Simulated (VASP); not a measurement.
Wanted: the native input for a VASP 6.6.1 run.

```yaml
Task: electric field gradients
Functional: PBE
Potentials_or_basis: VASP PAW PBE potentials, release 64 (Mg, O)
Cutoff: 520 eV
k_mesh: 11 × 11 × 11
Occupations: fermi-dirac, width 0.01 eV
Spin: no spin polarisation
Dipole_correction: no
Further_INCAR_settings: ALGO = Normal; EDIFF = 1e-08; NBANDS = 11
```

The structure of MgO lies in POSCAR:

```
MgO
1.0
    0.0000000000      2.1038258084      2.1992045000
    2.1038258084      0.0000000000      2.1992045000
    2.1038258084      2.1038258084      0.0000000000
Mg O
1 1
Direct
    0.0000000000      0.0000000000      0.0000000000
    0.5000000000      0.5000000000      0.5000000000
```

This cell differs from its parent crystal: z stretched by +3 % at fixed volume.

One way to write it, as run:

INCAR

```
SYSTEM = MgO
  PREC = Accurate
  ENCUT = 520
  EDIFF = 1E-8
  ISMEAR = -1
  SIGMA = 0.01
  LREAL = .False.
  LASPH = .True.
  NELM = 60
  ALGO = Normal
  ISIF = 2
  LWAVE = .False.
  LCHARG = .False.
  GGA = PE
  LEFG = .True.
  NBANDS = 11
```

KPOINTS

```
Automatic mesh
0
Gamma
  11 11 11
  0 0 0
```

Potentials or basis: VASP PAW PBE potentials, release 64 (Mg, O).

The run is started by

```bash
$ cat potpaw_PBE.64/Mg/POTCAR potpaw_PBE.64/O/POTCAR > POTCAR
$ mpirun -np 1 vasp_std > vasp.out
```

Results of the run:

```
Pressure               : -1.9 GPa
Band gap on the k mesh : 4.27 eV, direct
```

Caveat: without QUAD_EFG the Cq values of the log hold for a quadrupole moment of 1 mb, not for the nuclei.

It took 16 s on 1 thread of Intel(R) Xeon(R) Platinum 8488C (Sapphire Rapids), on a shared host, peak memory 0.16 GiB.
